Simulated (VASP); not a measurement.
# Ta (R-3m) in VASP: a series of runs

Ta is run at these levels: PBE; tasks: single point.

Everything below comes from runs of VASP 6.6.1. Logs are shortened: lines on timing, memory, paths and dates and some standing lists are left out, and cuts for length are marked.

**1. The cell of the first run**

Symmetry: R-3m, No. 166, trigonal system. Conventional cell: a = 5.884 Å, b = 5.884 Å, c = 1.802 Å, α = 90.00°, β = 90.00°, γ = 120.00°. Ta (site symmetry -3m) has 2 Ta at 1.80 Å within 2.4 Å.

**2. Single point, PBE**

File INCAR:

```
SYSTEM = Ta
  PREC = Accurate
  ENCUT = 520
  EDIFF = 1E-6
  ISMEAR = 0
  SIGMA = 0.15
  LREAL = .False.
  LASPH = .True.
  NELM = 80
  ALGO = Fast
  ISIF = 2
  LWAVE = .False.
  LCHARG = .True.
  GGA = PE
  LELF = .True.
  LVHAR = .True.
  NBANDS = 12
```

File KPOINTS:

```
regular mesh
0
Gamma
  22 22 22
  0 0 0
```

File POSCAR:

```
Ta
1.0
   -2.4272295031      1.7337353594      1.7337353594
    1.7337353594     -2.4272295031      1.7337353594
    1.7337353594      1.7337353594     -2.4272295031
Ta
1
Direct
    0.0000000000      0.0000000000      0.0000000000
```

Potentials or basis: VASP PAW PBE potentials, release 64 (Ta_pv).

Launch:

```sh
cat potpaw_PBE.64/Ta_pv/POTCAR > POTCAR
mpirun -np 1 vasp_std > vasp.out
```

OUTCAR:

```text
SYSTEM = Ta
   PREC = Accurate
   ENCUT = 520
   EDIFF = 1E-6
   ISMEAR = 0
   LREAL = .False.
   LASPH = .True.
   NELM = 80
   ISIF = 2
   GGA = PE

 ion  position               nearest neighbor table
   1  0.000  0.000  0.000-

  LATTYP: Found a trigonal (rhomboedric) cell.
 ALAT       =     3.4500898037
 COS(alpha) =    -0.4545454545

  Lattice vectors:

 A1 = (  -2.4272295031,   1.7337353594,   1.7337353594)
 A2 = (   1.7337353594,  -2.4272295031,   1.7337353594)
 A3 = (   1.7337353594,   1.7337353594,  -2.4272295031)

Analysis of symmetry for initial positions (statically):
=====================================================================
 Subroutine PRICEL returns:
 Original cell was already a primitive cell.

 Routine SETGRP: Setting up the symmetry group for a
 trigonal (rhombohedral) supercell.

 Subroutine GETGRP returns: Found 12 space group operations
 (whereof 12 operations were pure point group operations)
 out of a pool of 12 trial point group operations.

The static configuration has the point symmetry D_3d.

Analysis of symmetry for dynamics (positions and initial velocities):
=====================================================================
 Subroutine PRICEL returns:
 Original cell was already a primitive cell.

 Routine SETGRP: Setting up the symmetry group for a
 trigonal (rhombohedral) supercell.

 Subroutine GETGRP returns: Found 12 space group operations
 (whereof 12 operations were pure point group operations)
 out of a pool of 12 trial point group operations.

The dynamic configuration has the point symmetry D_3d.

 Subroutine INISYM returns: Found 12 space group operations
 (whereof 12 operations are pure point group operations),
 and found     1 'primitive' translations

----------------------------------------------------------------------------------------

                                     Primitive cell

  volume of cell :      18.0104

  direct lattice vectors                    reciprocal lattice vectors
    -2.427229503  1.733735359  1.733735359     0.160219249  0.400548123  0.400548123
     1.733735359 -2.427229503  1.733735359     0.400548123  0.160219249  0.400548123
     1.733735359  1.733735359 -2.427229503     0.400548123  0.400548123  0.160219249

  length of vectors
     3.450089804  3.450089804  3.450089804     0.588683112  0.588683112  0.588683112

  position of ions in fractional coordinates (direct lattice)
     0.000000000  0.000000000  0.000000000
[... 78 lines left out ...]
   EDIFFG = 0.1E-04   stopping-criterion for IOM
   NSW    =      0    number of steps for IOM
   IBRION =     -1    ionic relax: 0-MD 1-quasi-New 2-CG
   NFREE  =      0    steps in history (QN), initial steepest desc. (CG)
   ISIF   =      2    stress and relaxation
   ISYM   =      2    0-nonsym 1-usesym 2-fastsym
   POTIM  = 0.5000    time-step for ionic-motion
   TEBEG  =    0.0;   TEEND  =   0.0 temperature during run
   PSTRESS=    0.0 pullay stress
   NELECT =      11.0000    total number of electrons
   NUPDOWN=      -1.0000    fix difference up-down
   EMIN   =  10.00;   EMAX   =-10.00  energy-range for DOS
   EFERMI =   0.00;   METHOD = LEGACY
   ISMEAR =     0;   SIGMA  =   0.15  broadening in eV -4-tet -1-fermi 0-gaus
   EFERMI_NEDOS =   21; number of points for ismear=-14 and -15
   IALGO  =     68    algorithm
   IMIX   =      4    mixing-type and parameters
     AMIX     =   0.40;   BMIX     =  1.00
     AMIX_MAG =   1.60;   BMIX_MAG =  1.00
  volume/ion in A,a.u.               =      18.01       121.54
  Fermi-wavevector in a.u.,A,eV,Ry     =   1.388988  2.624806 26.249534  1.929286
  Thomas-Fermi vector in A             =   2.513061
   LORBIT       =      0    0 simple, 1 ext, 2 COOP (PROOUT), +10 PAW based schemes
   GGA     = PE    functional components
   LHFCALC =     F    Hartree Fock is set to
   AEXX    =    0.0000 exact exchange contribution
   IVDW    =     0    specifies the selected vdW correction
   LEPSILON=     F    determine dielectric tensor
   LRPA    =     F    only Hartree local field effects (RPA)
 non-spin polarized calculation
 RMM-DIIS sequential band-by-band and
 Gauss-broadening in eV      SIGMA  =   0.15
  energy-cutoff  :      520.00
  volume of cell :       18.01
 maximum number of plane-waves:       503
 NGX is ok and might be reduce to    28

 number of electron      11.0000001 magnetization

 Free energy of the ion-electron system (eV)
  ---------------------------------------------------
  ext. energy  EPLUGINS =         0.00000000
  ---------------------------------------------------
  free energy    TOTEN  =        -2.57619677 eV

  energy without entropy =       -2.57029465  energy(sigma->0) =       -2.57324571

 E-fermi :   5.5102     XC(G=0): -12.0764

 val. band max:        5.5098802627   @ k =  -0.3182   0.0909   0.0455
 cond. band min:       5.5115325028   @ k =  -0.2727   0.2727   0.1364
 fundamental gap:      0.0016522401
 Fermi energy:         5.5102466214

 k-point     1 :       0.0000    0.0000    0.0000
  band No.  band energies     occupation
      1     -30.4835      2.00000
      2     -30.4835      2.00000
      3     -20.7625      2.00000
      4      -2.7643      2.00000
      5       2.0837      2.00000
      6       3.0769      2.00000
      7       3.0769      2.00000
      8      13.8970      0.00000
      9      21.4038      0.00000
     10      21.4038      0.00000
     11      21.7863      0.00000
     12      21.8860      0.00000
[... 331 lines left out ...]
 k-point    24 :      -0.4545    0.0455    0.0000
  band No.  band energies     occupation
      1     -37.6417      2.00000
      2     -27.4296      2.00000
      3     -27.3685      2.00000
      4      -0.5129      2.00000
      5       0.1426      2.00000
      6       7.4464      0.00000
      7       8.6153      0.00000
      8      10.6204      0.00000
      9      15.6829      0.00000
     10      19.0807      0.00000
     11      19.2056      0.00000
     12      21.9577      0.00000

 [... further k-points ...]
[... 5 lines left out ...]
  --------------------------------------------------------------------------------------
  -------------------------------------------------------------------------------------
  Total       19.5683545     19.5683545     19.5683545     22.2774825     22.2774825     22.2774825
  in kB     1740.7753794   1740.7753794   1740.7753794   1981.7758839   1981.7758839   1981.7758839
  external PRESSURE =    1740.7753794 kB  Pullay stress =       0.0000000 kB

 VOLUME and BASIS-vectors are now :
 -----------------------------------------------------------------------------
  energy-cutoff  :      520.00
  volume of cell :       18.01
      direct lattice vectors                 reciprocal lattice vectors
    -2.427229503  1.733735359  1.733735359     0.160219249  0.400548123  0.400548123
     1.733735359 -2.427229503  1.733735359     0.400548123  0.160219249  0.400548123
     1.733735359  1.733735359 -2.427229503     0.400548123  0.400548123  0.160219249

 POSITION                                       TOTAL-FORCE (eV/Angst)
 -----------------------------------------------------------------------------------
      0.00000      0.00000      0.00000         0.000000      0.000000      0.000000
 -----------------------------------------------------------------------------------
    total drift:                                0.000000     -0.000000      0.000000

  FREE ENERGIE OF THE ION-ELECTRON SYSTEM (eV)
  ---------------------------------------------------
  free  energy   TOTEN  =        -2.5761967740 eV

  energy  without entropy=       -2.5702946518  energy(sigma->0) =       -2.57324571
```

OSZICAR:

```text
N       E                     dE             d eps       ncg     rms          rms(c)
DAV:   1     0.779222716206E+02    0.77922E+02   -0.62505E+03 24672   0.880E+02
DAV:   2    -0.167361227851E+01   -0.79596E+02   -0.76885E+02 27632   0.259E+02
DAV:   3    -0.299990520039E+01   -0.13263E+01   -0.13182E+01 28500   0.322E+01
DAV:   4    -0.300390275735E+01   -0.39976E-02   -0.39974E-02 26772   0.198E+00
DAV:   5    -0.300392150595E+01   -0.18749E-04   -0.18748E-04 28052   0.125E-01    0.255E+01
RMM:   6    -0.266424972267E+01    0.33967E+00   -0.16412E-01 27008   0.314E+00    0.157E+01
RMM:   7    -0.258295906417E+01    0.81291E-01   -0.17259E-01 28995   0.353E+00    0.180E+00
RMM:   8    -0.257615355535E+01    0.68055E-02   -0.17899E-02 28351   0.117E+00    0.336E-01
RMM:   9    -0.257619543562E+01   -0.41880E-04   -0.10795E-03 30849   0.314E-01    0.142E-01
RMM:  10    -0.257619453313E+01    0.90249E-06   -0.14843E-04 30965   0.110E-01    0.274E-02
RMM:  11    -0.257619628298E+01   -0.17499E-05   -0.18676E-05 30992   0.396E-02    0.950E-03
RMM:  12    -0.257619677397E+01   -0.49099E-06   -0.32012E-06 26642   0.163E-02
   1 F= -.25761968E+01 E0= -.25732457E+01  d E =-.590212E-02
```

stdout:

```text
POSCAR found type information on POSCAR Ta
 POSCAR found :  1 types and       1 ions
 scaLAPACK will be used
 LDA part: xc-table for (Slater+PW92), standard interpolation
 POSCAR, INCAR and KPOINTS ok, starting setup
 FFT: planning ... GRIDC
 FFT: planning ... GRID_SOFT
 FFT: planning ... GRID
 WAVECAR not read
 entering main loop
```

It took 2.4 min on 1 thread of Intel Xeon 6975P-C (Granite Rapids), shared host; peak memory 0.34 GiB.

What came out:

```yaml
Free_energy: -2.5762 eV
Pressure: 174.1 GPa
Band_gap_on_the_k_mesh: zero (an odd number of electrons rules out a gap without spin polarisation)
```

Caveat: atoms lie so close that the PAW spheres overlap strongly, which falsifies energies and pressures; the cell stands under pressure; spin-orbit coupling is left out, which moves the levels of the heavy elements.

**3. Single point, PBE**

This run uses another cell than the first one, of the same volume but with other edges.

File INCAR:

```
ALGO     = Fast           # electronic algorithm
EDIFF    = 1E-7           # SCF threshold, eV
ENCUT    = 520            # plane-wave cutoff, eV
GGA      = PE             # functional
ISIF     = 2              # what is computed and relaxed
ISMEAR   = 0              # smearing method
LASPH    = T              # aspherical terms in the spheres
LCHARG   = F              # write CHGCAR
LREAL    = F              # projectors in reciprocal space
LWAVE    = F              # write WAVECAR
NBANDS   = 12             # bands
NELM     = 80             # most SCF steps
PREC     = Accurate       # precision mode
SIGMA    = 0.15           # smearing width, eV
```

File KPOINTS:

```
k-points
0
Gamma
  22 22 22
```

File POSCAR:

```
Ta
1.0
   -2.0299059403      1.6720501819      1.6720501819
    1.6720501819     -2.0299059403      1.6720501819
    1.6720501819      1.6720501819     -2.0299059403
Ta
1
Direct
    0.0000000000      0.0000000000      0.0000000000
```

Potentials or basis: VASP PAW PBE potentials, release 64 (Ta_pv).

Launch:

```sh
cat potpaw_PBE.64/Ta_pv/POTCAR > POTCAR
mpirun -np 1 vasp_std > vasp.out
```

OUTCAR:

```text
EDIFF = 1E-7
   ENCUT = 520
   GGA = PE
   ISIF = 2
   ISMEAR = 0
   LASPH = T
   LREAL = F
   NELM = 80
   PREC = Accurate

 ion  position               nearest neighbor table
   1  0.000  0.000  0.000-

  LATTYP: Found a trigonal (rhomboedric) cell.
 ALAT       =     3.1164116782
 COS(alpha) =    -0.4110840653

  Lattice vectors:

 A1 = (  -2.0299059403,   1.6720501819,   1.6720501819)
 A2 = (   1.6720501819,  -2.0299059403,   1.6720501819)
 A3 = (   1.6720501819,   1.6720501819,  -2.0299059403)

Analysis of symmetry for initial positions (statically):
=====================================================================
 Subroutine PRICEL returns:
 Original cell was already a primitive cell.

 Routine SETGRP: Setting up the symmetry group for a
 trigonal (rhombohedral) supercell.

 Subroutine GETGRP returns: Found 12 space group operations
 (whereof 12 operations were pure point group operations)
 out of a pool of 12 trial point group operations.

The static configuration has the point symmetry D_3d.

Analysis of symmetry for dynamics (positions and initial velocities):
=====================================================================
 Subroutine PRICEL returns:
 Original cell was already a primitive cell.

 Routine SETGRP: Setting up the symmetry group for a
 trigonal (rhombohedral) supercell.

 Subroutine GETGRP returns: Found 12 space group operations
 (whereof 12 operations were pure point group operations)
 out of a pool of 12 trial point group operations.

The dynamic configuration has the point symmetry D_3d.

 Subroutine INISYM returns: Found 12 space group operations
 (whereof 12 operations are pure point group operations),
 and found     1 'primitive' translations

----------------------------------------------------------------------------------------

                                     Primitive cell

[... 109 lines left out ...]
  volume/ion in A,a.u.               =      18.01       121.54
  Fermi-wavevector in a.u.,A,eV,Ry     =   1.388988  2.624806 26.249534  1.929286
  Thomas-Fermi vector in A             =   2.513061
   LORBIT       =      0    0 simple, 1 ext, 2 COOP (PROOUT), +10 PAW based schemes
   GGA     = PE    functional components
   LHFCALC =     F    Hartree Fock is set to
   AEXX    =    0.0000 exact exchange contribution
   IVDW    =     0    specifies the selected vdW correction
   LEPSILON=     F    determine dielectric tensor
   LRPA    =     F    only Hartree local field effects (RPA)
 non-spin polarized calculation
 RMM-DIIS sequential band-by-band and
 Gauss-broadening in eV      SIGMA  =   0.15
  energy-cutoff  :      520.00
  volume of cell :       18.01
 maximum number of plane-waves:       500
   NGX = 11   NGY = 11   NGZ = 11

 number of electron      10.9999999 magnetization

 Free energy of the ion-electron system (eV)
  ---------------------------------------------------
  ext. energy  EPLUGINS =         0.00000000
  ---------------------------------------------------
  free energy    TOTEN  =       -10.74321089 eV

  energy without entropy =      -10.73424595  energy(sigma->0) =      -10.73872842

 E-fermi :   5.8159     XC(G=0): -12.4966

 val. band max:        5.8137097919   @ k =  -0.2273  -0.4545   0.0909
 cond. band min:       5.8166725097   @ k =  -0.4091   0.5000   0.1818
 fundamental gap:      0.0029627178
 Fermi energy:         5.8159049415

 k-point     1 :       0.0000    0.0000    0.0000
  band No.  band energies     occupation
      1     -28.1874      2.00000
      2     -28.1874      2.00000
      3     -26.0272      2.00000
      4      -2.2046      2.00000
      5       2.6079      2.00000
      6       5.6583      1.86270
      7       5.6583      1.86270
      8      12.9168      0.00000
      9      12.9168      0.00000
     10      16.7947      0.00000
     11      20.2540      0.00000
     12      22.6632      0.00000
[... 331 lines left out ...]
 k-point    24 :      -0.4545    0.0455   -0.0000
  band No.  band energies     occupation
      1     -30.5185      2.00000
      2     -27.9196      2.00000
      3     -27.6947      2.00000
      4       1.3988      2.00000
      5       3.9044      2.00000
      6       7.1840      0.00000
      7       8.2337      0.00000
      8       9.8743      0.00000
      9      12.2426      0.00000
     10      17.3755      0.00000
     11      20.1990      0.00000
     12      21.4971      0.00000

 [... further k-points ...]
[... 5 lines left out ...]
  --------------------------------------------------------------------------------------
  -------------------------------------------------------------------------------------
  Total        3.0368701      3.0368701      3.0368701      4.6268425      4.6268425      4.6268425
  in kB      270.1560200    270.1560200    270.1560200    411.5978987    411.5978987    411.5978987
  external PRESSURE =     270.1560200 kB  Pullay stress =       0.0000000 kB

 VOLUME and BASIS-vectors are now :
 -----------------------------------------------------------------------------
  energy-cutoff  :      520.00
  volume of cell :       18.01
      direct lattice vectors                 reciprocal lattice vectors
    -2.029905940  1.672050182  1.672050182     0.073555834  0.343683293  0.343683293
     1.672050182 -2.029905940  1.672050182     0.343683293  0.073555834  0.343683293
     1.672050182  1.672050182 -2.029905940     0.343683293  0.343683293  0.073555834

 POSITION                                       TOTAL-FORCE (eV/Angst)
 -----------------------------------------------------------------------------------
      0.00000      0.00000      0.00000         0.000000      0.000000      0.000000
 -----------------------------------------------------------------------------------
    total drift:                               -0.000000      0.000000      0.000000

  FREE ENERGIE OF THE ION-ELECTRON SYSTEM (eV)
  ---------------------------------------------------
  free  energy   TOTEN  =       -10.7432108880 eV

  energy  without entropy=      -10.7342459502  energy(sigma->0) =      -10.73872842
```

OSZICAR:

```text
N       E                     dE             d eps       ncg     rms          rms(c)
DAV:   1     0.636589612583E+02    0.63659E+02   -0.61300E+03 24676   0.877E+02
DAV:   2    -0.999806902357E+01   -0.73657E+02   -0.71411E+02 27720   0.247E+02
DAV:   3    -0.110903562287E+02   -0.10923E+01   -0.10841E+01 28476   0.284E+01
DAV:   4    -0.110931093845E+02   -0.27532E-02   -0.27528E-02 27352   0.159E+00
DAV:   5    -0.110931178698E+02   -0.84853E-05   -0.84857E-05 28604   0.854E-02    0.166E+01
RMM:   6    -0.108391191168E+02    0.25400E+00   -0.12417E-01 26878   0.311E+00    0.887E+00
RMM:   7    -0.107426980637E+02    0.96421E-01   -0.17759E-01 28452   0.373E+00    0.539E-01
RMM:   8    -0.107430788245E+02   -0.38076E-03   -0.10496E-02 30133   0.108E+00    0.250E-01
RMM:   9    -0.107432283514E+02   -0.14953E-03   -0.13316E-03 30474   0.380E-01    0.854E-02
RMM:  10    -0.107432116503E+02    0.16701E-04   -0.21145E-04 30245   0.155E-01    0.996E-03
RMM:  11    -0.107432100968E+02    0.15536E-05   -0.36104E-05 31564   0.624E-02    0.763E-03
RMM:  12    -0.107432104874E+02   -0.39064E-06   -0.54095E-06 31771   0.242E-02    0.190E-03
RMM:  13    -0.107432108524E+02   -0.36500E-06   -0.12070E-06 27058   0.113E-02    0.121E-03
RMM:  14    -0.107432108880E+02   -0.35576E-07   -0.12070E-07 21126   0.358E-03
   1 F= -.10743211E+02 E0= -.10738728E+02  d E =-.896494E-02
```

Run time: 72 s. Hardware: 1 thread of Intel Xeon 6975P-C (Granite Rapids), shared host; peak memory 0.32 GiB.

Results:

```
Free energy            : -10.7432 eV
Pressure               : 27.0 GPa
Band gap on the k mesh : zero (an odd number of electrons rules out a gap without spin polarisation)
```

Levels at points of the mesh, in eV from the Fermi level:
```tsv
k point	band 3	band 4	band 5	band 6	band 7	band 8	band 9	band 10
(0.00, 0.00, 0.00)	-31.84	-8.02	-3.21	-0.16	-0.16	7.10	7.10	10.98
(0.50, 0.00, 0.00)	-33.46	-4.61	-2.22	2.56	2.59	3.46	6.36	10.83
(0.50, 0.50, 0.00)	-31.87	-4.96	-3.49	-0.21	4.73	7.16	7.66	8.16
(0.50, 0.50, 0.50)	-33.76	-4.52	-4.52	4.52	4.52	8.04	8.04	8.23
```

Caveat: the cell stands under pressure; spin-orbit coupling is left out, which moves the levels of the heavy elements.

(Continued in part 2 of 2.)
